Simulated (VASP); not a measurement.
Input of a VASP 6.6.1 run:

File INCAR:

```
ALGO = Normal
EDIFF = 1E-6
ENCUT = 500
GGA = PE
GGA_COMPAT = False
ISIF = 2
ISMEAR = 0
KPAR = 4
LASPH = True
LCHARG = True
LREAL = False
LVHAR = True
LWAVE = False
NBANDS = 52
NELM = 120
PREC = Accurate
SIGMA = 0.15
```

The input KPOINTS:

```
k-points
0
Gamma
  13 13 4
```

Contents of POSCAR:

```
ZrSi2
1.0
   -3.7051806570      0.0000000000      0.0000000000
    0.0000000000      0.0000000000     -3.6790719899
    0.0000000000    -17.7880263475      0.0000000000
Zr Si
4 8
Direct
    0.0000000000      0.2500000000      0.5962144105
    0.5000000000      0.2500000000      0.1805407979
    0.0000000000      0.7500000000      0.7713517751
    0.5000000000      0.7500000000      0.3556781624
    0.0000000000      0.2500000000      0.3122539715
    0.5000000000      0.2500000000      0.7279275842
    0.0000000000      0.7500000000      0.2239649888
    0.5000000000      0.7500000000      0.6396386014
    0.0000000000      0.2500000000      0.0605323081
    0.5000000000      0.2500000000      0.4762059207
    0.0000000000      0.7500000000      0.4756866523
    0.5000000000      0.7500000000      0.0600130396
```

Potentials or basis: VASP PAW PBE potentials, release 64 (Zr_sv, Si).

Launch:

```bash
$ cat potpaw_PBE.64/Zr_sv/POTCAR potpaw_PBE.64/Si/POTCAR > POTCAR
$ mpirun -np 4 vasp_std > vasp.out
```

Question: Estimate the pressure.

Answer: -1.7 GPa.

Question: What does it give for the largest force?

Answer: 1.154 eV/Å.

Question: Predict the band gap on the k mesh.

Answer: Zero (bands 40 and 41 overlap by 0.92 eV).

Forces on the atoms (eV/Å):
```
Zr   0.000  0.009  0.000
Zr   0.000 -0.720  0.000
Zr   0.000  1.154  0.000
Zr   0.000  0.010  0.000
Si   0.000  0.035  0.000
Si   0.000 -0.929  0.000
Si   0.000  0.345  0.000
Si   0.000 -0.403  0.000
Si   0.000  0.322  0.000
Si   0.000 -0.019  0.000
Si   0.000 -0.076  0.000
Si   0.000  0.271  0.000
```

Caveat: the cell differs from its parent crystal (the distance across one plane changed); forces of over 1 eV/Å act on the atoms, so gaps and moduli don't describe the material at rest.
